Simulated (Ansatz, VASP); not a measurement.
One calculation of Ga3O2, two programs

```
Ga O
1.0
     3.61768    0.00000    0.00000
     0.00000    3.61768    0.00000
     0.00000    0.00000    6.63302
Ga O
3 2
Direct
  0.50000 0.50000 0.50000
  0.00000 0.00000 0.24364
  0.00000 0.00000 0.75636
  0.00000 0.50000 0.50000
  0.50000 0.00000 0.50000
```

Alike in both runs: task relaxation of cell and atoms; functional PBE; k mesh 6 × 6 × 4; occupations gaussian, width 0.1 eV; no spin polarisation.

|  | VASP | Ansatz |
| --- | --- | --- |
| version | VASP 6.6.1 | Ansatz 0.2.0 |
| potentials or method | VASP PAW PBE potentials, release 64 (Ga_d, O), cutoff 600 eV | scalar-relativistic, plane waves, PAW |
| valence electrons in the cell | 51 | 51 |

```csv
,VASP,Ansatz,Ansatz less VASP
"gap on the k mesh at the Fermi level, each at its own relaxed structure (eV)",none,none,-
relaxed volume (Å³/atom),21.00,21.07,+0.063
relaxed length of the cell vector where the two differ most in proportion (Å),6.482,6.555,+0.0731
```

A gap of «none» marks a metal or a gap that the smearing closes.

Noted on VASP's run: the volume moved by over 15 % at a fixed basis, so the end points are rough.
